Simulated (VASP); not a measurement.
Here is a VASP 6.6.1 calculation.

File INCAR:

```
  PREC = Accurate
  ENCUT = 600
  EDIFF = 1E-6
  ISMEAR = 0
  SIGMA = 0.1
  LREAL = False
  LASPH = True
  NELM = 100
  ALGO = Fast
  ISIF = 3
  LWAVE = False
  LCHARG = False
  GGA = PE
  IBRION = 2
  NSW = 100
  EDIFFG = -0.01
```

Contents of KPOINTS:

```
regular mesh
0
Gamma
  12 12 8
```

File POSCAR:

```
RbBa
1.0
    4.8651355000      0.0000000000      0.0000000000
   -2.4325677500      4.2133309300      0.0000000000
    0.0000000000      0.0000000000      7.4223744600
Rb Ba
1 1
Direct
    0.3333333300      0.6666666700      0.5000000000
    0.0000000000      0.0000000000      0.0000000000
```

Potentials or basis: VASP PAW PBE potentials, release 64 (Rb_sv, Ba_sv).

Run with:

```sh
$ cat potpaw_PBE.64/Rb_sv/POTCAR potpaw_PBE.64/Ba_sv/POTCAR > POTCAR
$ mpirun -np 1 vasp_std > vasp.out
```

Task: Predict the relaxed cell.

Result: a = 4.626 Å, b = 4.626 Å, c = 8.082 Å, α = 90.00°, β = 90.00°, γ = 120.00°.

Task: Predict the relaxed volume.

Result: 74.88 Å³/atom.

Task: Predict the space group after relaxing (to 0.05 Å).

Result: P-6m2 (No. 187).

Final structure:
```
Rb Ba
1.0
     4.62565    0.00000    0.00000
    -2.31283    4.00593    0.00000
     0.00000    0.00000    8.08173
Rb Ba
1 1
Direct
  0.33333 0.66667 0.50000
  0.00000 0.00000 0.00000
```
